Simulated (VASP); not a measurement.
Write the native input for VASP 6.6.1 that does the following.

| Property | Result |
| --- | --- |
| Task | single point |
| Functional | PBE |
| Potentials or basis | VASP PAW PBE potentials, release 64 (Si, C) |
| Cutoff | 520 eV |
| k mesh | 8 × 8 × 8 |
| Occupations | gaussian, width 0.01 eV |
| Spin | no spin polarisation |
| Dipole correction | no |
| Further INCAR settings | ALGO = Normal; EDIFF = 1e-06; NBANDS = 11 |

The structure of SiC lies in POSCAR:

```
SiC
1.0
    0.0000000000      2.1780523476      2.1780523476
    2.1780523476      0.0000000000      2.1780523476
    2.1780523476      2.1780523476      0.0000000000
Si C
1 1
Direct
    0.0000000000      0.0000000000      0.0000000000
    0.2500000000      0.2500000000      0.2500000000
```

The input as run:

INCAR

```
ALGO = Normal ; EDIFF = 1E-6
ENCUT = 520 ; GGA = PE
ISIF = 2 ; ISMEAR = 0
LASPH = T ; LCHARG = T
LELF = T ; LREAL = F
LVHAR = T ; LWAVE = F
NBANDS = 11 ; NELM = 100
PREC = Accurate ; SIGMA = 0.01
```

KPOINTS

```
k-points
0
Gamma
  8 8 8
```

Potentials or basis: VASP PAW PBE potentials, release 64 (Si, C).

Command:

```sh
$ cat potpaw_PBE.64/Si/POTCAR potpaw_PBE.64/C/POTCAR > POTCAR
$ mpirun -np 1 vasp_std > vasp.out
```

Results of the run:

* Pressure: 3.5 GPa
* Band gap on the k mesh: 1.35 eV (least direct gap 4.54 eV)

Caveat: the cell stands under pressure.

It took 11 s on 1 thread of Intel Xeon 8259CL (shared host), peak memory 0.13 GiB.
